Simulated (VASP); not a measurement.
# Al (P6_3/mmc) in VASP: notebook, part 2 of 2

VASP 6.6.1. The steps go on from the part before.

## 5. Single point, HSE06

File POSCAR:

```
Al
1.0
    2.8124553515      0.0000000000      0.0000000000
   -1.4062276757      2.4356577814      0.0000000000
    0.0000000000      0.0000000000      4.8668500000
Al
2
Direct
    0.3333333333      0.6666666667      0.2500000000
    0.6666666667      0.3333333333      0.7500000000
```

File INCAR.step1:

```
SYSTEM = Al
  PREC = Accurate
  ENCUT = 520
  EDIFF = 1E-5
  ISMEAR = -1
  SIGMA = 0.05
  LREAL = .FALSE.
  LASPH = .TRUE.
  NELM = 80
  ALGO = Normal
  ISIF = 2
  LWAVE = .TRUE.
  LCHARG = .FALSE.
  NBANDS = 10
  GGA = PE
```

File INCAR.step2:

```
SYSTEM = Al
  PREC = Accurate
  ENCUT = 520
  EDIFF = 1E-6
  ISMEAR = -1
  SIGMA = 0.05
  LREAL = .FALSE.
  LASPH = .TRUE.
  NELM = 80
  ALGO = Normal
  ISIF = 2
  LWAVE = .FALSE.
  LCHARG = .FALSE.
  GGA = PE
  LHFCALC = .TRUE.
  HFSCREEN = 0.2079
  PRECFOCK = Normal
  NBANDS = 10
  ISTART = 1
```

File KPOINTS:

```
regular mesh
0
G
  6 6 3
  0 0 0
```

Potentials or basis: VASP PAW PBE potentials, release 64 (Al).

Run with:

```bash
> cat potpaw_PBE.64/Al/POTCAR > POTCAR
> cp INCAR.step1 INCAR
> mpirun -np 1 vasp_std > vasp.out
> cp INCAR.step2 INCAR
> mpirun -np 1 vasp_std > vasp.out
```

OUTCAR:

```text
SYSTEM = Al
   PREC = Accurate
   ENCUT = 520
   EDIFF = 1E-6
   ISMEAR = -1
   LREAL = .FALSE.
   LASPH = .TRUE.
   NELM = 80
   ISIF = 2
   GGA = PE
   LHFCALC = .TRUE.
   HFSCREEN = 0.2079
   PRECFOCK = Normal
   ISTART = 1

 ion  position               nearest neighbor table
   1  0.333  0.667  0.250-   2 2.93   2 2.93   2 2.93   2 2.93   2 2.93   2 2.93
   2  0.667  0.333  0.750-   1 2.93   1 2.93   1 2.93   1 2.93   1 2.93   1 2.93

  LATTYP: Found a hexagonal cell.
 ALAT       =     2.8124553515
 C/A-ratio  =     1.7304630267

  Lattice vectors:

 A1 = (   2.8124553515,   0.0000000000,   0.0000000000)
 A2 = (  -1.4062276757,   2.4356577814,   0.0000000000)
 A3 = (   0.0000000000,   0.0000000000,   4.8668500000)

Analysis of symmetry for initial positions (statically):
=====================================================================
 Subroutine PRICEL returns:
 Original cell was already a primitive cell.

 Routine SETGRP: Setting up the symmetry group for a
 hexagonal supercell.

 Subroutine GETGRP returns: Found 24 space group operations
 (whereof 12 operations were pure point group operations)
 out of a pool of 24 trial point group operations.

The static configuration has the point symmetry D_3d.
 The point group associated with its full space group is D_6h.

Analysis of symmetry for dynamics (positions and initial velocities):
=====================================================================
 Subroutine PRICEL returns:
 Original cell was already a primitive cell.

 Routine SETGRP: Setting up the symmetry group for a
 hexagonal supercell.

 Subroutine GETGRP returns: Found 24 space group operations
 (whereof 12 operations were pure point group operations)
 out of a pool of 24 trial point group operations.

The dynamic configuration has the point symmetry D_3d.
 The point group associated with its full space group is D_6h.

 Subroutine INISYM returns: Found 24 space group operations
 (whereof 12 operations are pure point group operations),
 and found     1 'primitive' translations

----------------------------------------------------------------------------------------

                                     Primitive cell

  volume of cell :      33.3388

  direct lattice vectors                    reciprocal lattice vectors
     2.812455352  0.000000000  0.000000000     0.355561200  0.205283355  0.000000000
    -1.406227676  2.435657781  0.000000000     0.000000000  0.410566709  0.000000000
     0.000000000  0.000000000  4.866850000     0.000000000  0.000000000  0.205471712

  length of vectors
     2.812455352  2.812455351  4.866850000     0.410566709  0.410566709  0.205471712

  position of ions in fractional coordinates (direct lattice)
     0.333333333  0.666666667  0.250000000
     0.666666667  0.333333333  0.750000000

  ion indices of the primitive-cell ions
   primitive index   ion index
                 1           1
                 2           2

[... 42 lines left out ...]
   k-points           NKPTS =     14   k-points in BZ     NKDIM =    108   number of bands    NBANDS=     10
   number of dos      NEDOS =    301   number of ions     NIONS =      2
   total plane-waves  NPLWV =  20736
   dimension x,y,z NGX =    24 NGY =   24 NGZ =   36
   dimension x,y,z NGXF=    48 NGYF=   48 NGZF=   72
   ions per type =               2
   NGX,Y,Z   is equivalent  to a cutoff of  14.19, 14.19, 12.30 a.u.
   NGXF,Y,Z  is equivalent  to a cutoff of  28.37, 28.37, 24.59 a.u.
 SYSTEM =  Al
   PREC   = accura    normal or accurate (medium, high low for compatibility)
   ISTART =      1    job   : 0-new  1-cont  2-samecut
   ICHARG =      0    charge: 1-file 2-atom 10-const
   ISPIN  =      1    spin polarized calculation?
   LNONCOLLINEAR =      F non collinear calculations
   LSORBIT =      F    spin-orbit coupling
   LASPH  =      T    aspherical Exc in radial PAW
   ENCUT  =  520.0 eV  38.22 Ry    6.18 a.u.   5.23  5.23  9.05*2*pi/ulx,y,z
   NELM   =     80;   NELMIN=  2; NELMDL=  0     # of ELM steps
   EDIFF  = 0.1E-05   stopping-criterion for ELM
   LREAL  =      F    real-space projection
   EDIFFG = 0.1E-04   stopping-criterion for IOM
   NSW    =      0    number of steps for IOM
   IBRION =     -1    ionic relax: 0-MD 1-quasi-New 2-CG
   NFREE  =      0    steps in history (QN), initial steepest desc. (CG)
   ISIF   =      2    stress and relaxation
   ISYM   =      3    0-nonsym 1-usesym 2-fastsym
   POTIM  = 0.5000    time-step for ionic-motion
   TEBEG  =    0.0;   TEEND  =   0.0 temperature during run
   PSTRESS=    0.0 pullay stress
   NELECT =       6.0000    total number of electrons
   NUPDOWN=      -1.0000    fix difference up-down
   EMIN   =  10.00;   EMAX   =-10.00  energy-range for DOS
   EFERMI =   0.00;   METHOD = LEGACY
   ISMEAR =    -1;   SIGMA  =   0.05  broadening in eV -4-tet -1-fermi 0-gaus
   EFERMI_NEDOS =   21; number of points for ismear=-14 and -15
   IALGO  =     38    algorithm
   IMIX   =      1    mixing-type and parameters
     AMIX     =   0.40;   BMIX     =  1.00
     AMIX_MAG =   1.60;   BMIX_MAG =  1.00
  volume/ion in A,a.u.               =      16.67       112.49
  Fermi-wavevector in a.u.,A,eV,Ry     =   0.924291  1.746656 11.623640  0.854313
  Thomas-Fermi vector in A             =   2.050021
   LORBIT       =      0    0 simple, 1 ext, 2 COOP (PROOUT), +10 PAW based schemes
   GGA     = PE    functional components
   LHFCALC =     T    Hartree Fock is set to
   PRECFOCK=normal    Normal, Fast or Accurate (Low or Medium for compatibility)
   ENCUT4O =  -1.0   cutoff for four orbital integrals eV
   NKREDX  =     1    reduce k-point grid by
   NKREDY  =     1    reduce k-point grid by
   NKREDZ  =     1    reduce k-point grid by
   AEXX    =    0.2500 exact exchange contribution
   HFSCREEN=    0.2079 screening length (either q_TF or 0.3 A-1)
   HFSCREENC=   0.2079 screening length for correlation (either q_TF or 0.3 A-1)
   ENCUTFOCK=  -1.0 apply spherical cutoff to Coloumb kernel
   IVDW    =     0    specifies the selected vdW correction
   LEPSILON=     F    determine dielectric tensor
   LRPA    =     F    only Hartree local field effects (RPA)
 non-spin polarized calculation
  energy-cutoff  :      520.00
  volume of cell :       33.34
 maximum number of plane-waves:       908
 NGX is ok and might be reduce to    24
  NGX = 16; NGY = 16; NGZ = 28

 number of electron       6.0000000 magnetization

 Free energy of the ion-electron system (eV)
  ---------------------------------------------------
  ext. energy  EPLUGINS =         0.00000000
  ---------------------------------------------------
  free energy    TOTEN  =        -7.97941100 eV

  energy without entropy =       -7.96900626  energy(sigma->0) =       -7.97420863

 E-fermi :   8.0962     XC(G=0):  -8.3835

 val. band max:        7.8385320901   @ k =   0.3333   0.3333   0.3333
 cond. band min:       8.2139485072   @ k =   0.3333   0.1667   0.3333
 fundamental gap:      0.3754164171
 Fermi energy:         8.0962330861

 k-point     1 :       0.0000    0.0000    0.0000
  band No.  band energies     occupation
      1      -4.7383      2.00000
      2       2.1378      2.00000
      3       2.4171      2.00000
      4      20.0625      0.00000
      5      20.3278      0.00000
      6      20.3278      0.00000
      7      20.5525      0.00000
      8      20.5525      0.00000
      9      21.3060      0.00000
     10      23.6822      0.00000
[... 157 lines left out ...]
 k-point    14 :       0.3333    0.3333    0.3333
  band No.  band energies     occupation
      1       5.0303      2.00000
      2       5.0303      2.00000
      3       5.2915      2.00000
      4       7.4705      1.99999
      5       7.8385      1.98851
      6       7.8385      1.98851
      7      16.1172      0.00000
      8      16.1172      0.00000
      9      16.3773      0.00000
     10      22.2185      0.00000

------------------------ aborting loop because EDIFF is reached ----------------------------------------

  FORCE on cell =-STRESS in cart. coord.  units (eV):
  Direction    XX          YY          ZZ          XY          YZ          ZX
  --------------------------------------------------------------------------------------
  -------------------------------------------------------------------------------------
  Total        0.9263162      0.9263162     -1.0425698      0.0000000     -0.0000000      0.0000000
  in kB       44.5163934     44.5163934    -50.1032443      0.0000000     -0.0000000      0.0000000
  external PRESSURE =      12.9765141 kB  Pullay stress =       0.0000000 kB

 VOLUME and BASIS-vectors are now :
 -----------------------------------------------------------------------------
  energy-cutoff  :      520.00
  volume of cell :       33.34
      direct lattice vectors                 reciprocal lattice vectors
     2.812455352  0.000000000  0.000000000     0.355561200  0.205283355  0.000000000
    -1.406227676  2.435657781  0.000000000     0.000000000  0.410566709  0.000000000
     0.000000000  0.000000000  4.866850000     0.000000000  0.000000000  0.205471712

 POSITION                                       TOTAL-FORCE (eV/Angst)
 -----------------------------------------------------------------------------------
     -0.00000      1.62377      1.21671        -0.000000      0.000000     -0.000000
      1.40623      0.81189      3.65014         0.000000      0.000000      0.000000
 -----------------------------------------------------------------------------------
    total drift:                                0.000003     -0.000003     -0.000000

  FREE ENERGIE OF THE ION-ELECTRON SYSTEM (eV)
  ---------------------------------------------------
  free  energy   TOTEN  =        -7.9794110025 eV

  energy  without entropy=       -7.9690062625  energy(sigma->0) =       -7.97420863
```

Run time: 2.3 min. Hardware: 1 thread of Intel Xeon Platinum 8259CL at 2.50GHz (Skylake/Cascade Lake), shared host; peak memory 0.24 GiB.

What came out:

* Free energy: -7.9794 eV
* Pressure: 1.3 GPa
* Band gap on the k mesh: zero (bands 3 and 4 overlap by 4.18 eV)

Caveat: the k points lie up to 0.43 Å⁻¹ apart, too coarse for converged energies and pressures of a metal; the PAW data sets were made with another functional, which shifts forces and pressure a little.

## 6. Single point, PBE0

POSCAR is that of step 5.

File INCAR.step1:

```
  PREC = Accurate
  ENCUT = 520
  EDIFF = 1E-5
  ISMEAR = -1
  SIGMA = 0.05
  LREAL = False
  LASPH = True
  NELM = 100
  ALGO = Normal
  ISIF = 2
  LWAVE = True
  LCHARG = False
  NBANDS = 10
  GGA = PE
```

File INCAR.step2:

```
  PREC = Accurate
  ENCUT = 520
  EDIFF = 1E-6
  ISMEAR = -1
  SIGMA = 0.05
  LREAL = False
  LASPH = True
  NELM = 100
  ALGO = Normal
  ISIF = 2
  LWAVE = False
  LCHARG = False
  GGA = PE
  LHFCALC = True
  AEXX = 0.25
  PRECFOCK = Normal
  NBANDS = 10
  ISTART = 1
```

File KPOINTS:

```
Automatic mesh
0
Gamma
  6 6 3
```

Potentials or basis: VASP PAW PBE potentials, release 64 (Al).

Run with:

```bash
> cat potpaw_PBE.64/Al/POTCAR > POTCAR
> cp INCAR.step1 INCAR
> mpirun -np 1 vasp_std > vasp.out
> cp INCAR.step2 INCAR
> mpirun -np 1 vasp_std > vasp.out
```

Wall time 2.1 min (1 thread of Intel Xeon Platinum 8259CL at 2.50GHz (Skylake/Cascade Lake), shared host); peak memory 0.15 GiB.

The run converged. Its results:

| Property | Result |
| --- | --- |
| Free energy | -8.6055 eV |
| Pressure | 0.9 GPa |
| Band gap on the k mesh | zero (bands 3 and 4 overlap by 4.87 eV) |

Stress tensor (GPa, compression positive):
```
 4.16  0.00  0.00
 0.00  4.16  0.00
 0.00  0.00 -5.49
```

Levels at points of the mesh, in eV from the Fermi level:
```csv
k point,band 1,band 2,band 3,band 4,band 5,band 6,band 7
"(0.00, 0.00, 0.00)",-13.51,-6.60,-6.33,12.14,12.41,12.41,12.62
"(0.50, 0.00, 0.00)",-6.63,-6.53,0.54,0.55,1.40,1.52,6.89
```

Caveat: the k points lie up to 0.43 Å⁻¹ apart, too coarse for converged energies and pressures of a metal; the PAW data sets were made with another functional, which shifts forces and pressure a little.

## 7. Overview

| level | potentials or basis | grid for exact exchange (PRECFOCK) | share of exact exchange | screening parameter | gap on the mesh (eV) | pressure (GPa) |
| --- | --- | --- | --- | --- | --- | --- |
| LDA | VASP PAW LDA potentials, release 64 (Al) | - | - | - | none | -1.3 |
| PBEsol | VASP PAW PBE potentials, release 64 (Al) | - | - | - | none | 0.4 |
| r2SCAN | VASP PAW PBE potentials, release 64 (Al) | - | - | - | none | -1.3 |
| HSE06 | VASP PAW PBE potentials, release 64 (Al) | Normal | 0.25 | 0.2079 1/Å | none | 1.3 |
| PBE0 | VASP PAW PBE potentials, release 64 (Al) | Normal | 0.25 | - | none | 0.9 |

Alike in all rows: task single point; no spin polarisation; cell as given; k mesh 6 × 6 × 3; cutoff (eV) 520; smearing fermi-dirac 0.05 eV.

Caveats: all runs use coarse meshes; the PAW data sets were made with another functional, which shifts forces and pressure a little (at least some runs).

Absolute energies hang on the potentials; compare differences alone.
